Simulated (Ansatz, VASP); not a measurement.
## Mg in VASP and in Ansatz

```
Mg
1.0
     3.33764    0.00000    0.00000
    -1.66882    2.89048    0.00000
     0.00000    0.00000    5.41874
Mg
2
Direct
  0.33333 0.66667 0.25000
  0.66667 0.33333 0.75000
```

Change from the starting cell: strain +0.040 along x and y, +0.040 along z, atoms carried along.

Alike in both runs: task single point; functional PBEsol; k mesh 18 × 18 × 10; occupations gaussian, width 0.15 eV; no spin polarisation.

```csv
,VASP,Ansatz
version,VASP 6.6.1,Ansatz 0.2.0
potentials or method,"VASP PAW PBE potentials, release 64 (Mg), cutoff 520 eV","scalar-relativistic, plane waves, PAW"
valence electrons in the cell,4,20
```

Ansatz gave:

```
gap on the k mesh at the Fermi level (eV) : none
pressure (GPa)                            : -4.1
```

Task: What did VASP give for the same quantities?

Result: gap on the k mesh at the Fermi level (eV): none; pressure (GPa): -4.2.

VASP's potentials were made for PBE, not for PBEsol. A gap of «none» marks a metal or a gap that the smearing closes. The functional is the same, so the differences come from potentials, cutoffs and numerics. VASP's potentials hold 4 valence electrons a cell and Ansatz's 20, so a difference there can come from the potentials and not from the codes.
